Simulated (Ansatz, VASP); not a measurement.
Two plane-wave programs on Co

Contents of INCAR:

```
  PREC = Accurate
  ENCUT = 520
  EDIFF = 1E-6
  ISMEAR = 0
  SIGMA = 0.1
  LREAL = False
  LASPH = True
  NELM = 150
  ALGO = Normal
  ISIF = 2
  LWAVE = False
  LCHARG = True
  ISPIN = 2
  MAGMOM = 3 3
  LORBIT = 11
  LMAXMIX = 4
  GGA = PE
  LELF = True
  LVHAR = True
  NBANDS = 20
```

Contents of KPOINTS:

```
regular mesh
0
Gamma
  11 11 11
```

The input POSCAR:

```
Co
1.0
    3.5979000000      1.7989500000      1.7989500000
    1.7989500000      3.5979000000      1.7989500000
    1.7989500000      1.7989500000      3.5979000000
Co
2
Direct
    0.0000000000      0.0000000000      0.0000000000
    0.5000000000      0.5000000000      0.5000000000
```

Input for Ansatz:

```yaml
crystal:
  lattice:
    - [3.5979, 1.79895, 1.79895]
    - [1.79895, 3.5979, 1.79895]
    - [1.79895, 1.79895, 3.5979]
  atoms:
    - { symbol: Co, position: [0.0, 0.0, 0.0], spin: 3.0 }
    - { symbol: Co, position: [0.5, 0.5, 0.5], spin: 3.0 }
magnetization:
  spin_polarized: true
hamiltonian:
  xc: pbe
  pseudopotentials: { kind: paw }
basis:
  ecutwfc: 420
kpoints:
  mp_grid: { grid: [11, 11, 11] }
scf:
  occupations: { method: gaussian, width: 0.1 }
  lower_state_search: standard
output:
  forces: true
  stress: true
```

Alike in both runs: task single point; functional PBE; k mesh 11 × 11 × 11; occupations gaussian, width 0.1 eV; collinear spin.

|  | VASP | Ansatz |
| --- | --- | --- |
| version | VASP 6.6.1 | Ansatz 0.2.0 |
| potentials or method | VASP PAW PBE potentials, release 64 (Co), cutoff 520 eV | PAW, plane waves, scalar-relativistic |
| valence electrons in the cell | 18 | 34 |

Ansatz gave:

```
pressure (GPa)                                                : -12.2
net moment per atom (μB)                                      : 1.67
size of the moment on the site where the two differ most (μB) : 1.75
```

Task: Which values does VASP return?

Result: Pressure (GPa): -12.8; net moment per atom (μB): 1.65; size of the moment on the site where the two differ most (μB): 1.68.

Site moments also hang on the region over which each program counts them. VASP's potentials hold 18 valence electrons a cell and Ansatz's 34, so a difference there can come from the potentials and not from the codes.
